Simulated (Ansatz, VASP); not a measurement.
One calculation of SnO, two programs

```
Sn O
1.0
     3.72817    0.00000    0.00000
     0.00000    3.72817    0.00000
     0.00000    0.00000    4.75058
Sn O
2 2
Direct
  0.96951 0.50000 0.24247
  0.53049 0.00000 0.75753
  0.00462 0.00000 0.00000
  0.49538 0.50000 0.00000
```

Change from the starting cell: mode 4 frozen in at -0.116 Å, equal normal strain along x and y -0.0200.

Alike in both runs: task single point; functional PBEsol; k mesh 10 × 10 × 8; occupations gaussian, width 0.15 eV; no spin polarisation.

|  | VASP | Ansatz |
| --- | --- | --- |
| version | VASP 6.6.1 | Ansatz 0.2.0 |
| potentials or method | VASP PAW PBE potentials, release 64 (Sn_d, O), cutoff 520 eV | scalar-relativistic, plane waves, PAW |
| valence electrons in the cell | 40 | 40 |

Ansatz gave:

```
gap on the k mesh at the Fermi level (eV)                     : none
pressure (GPa)                                                : 5.3
traceless stress, the component that is largest in VASP (GPa) : 3.38
rms of the force components (eV/Å)                            : 0.421
```

Which values does VASP return?

gap on the k mesh at the Fermi level (eV): none; pressure (GPa): 5.7; traceless stress, the component that is largest in VASP (GPa): 3.49; rms of the force components (eV/Å): 0.456.

VASP's potentials were made for PBE, not for PBEsol, and Ansatz warns of the same on its side. Atom by atom the forces differ by 0.046 eV/Å (rms over components). A gap of «none» marks a metal or a gap that the smearing closes. The functional is the same, so the differences come from potentials, cutoffs and numerics.
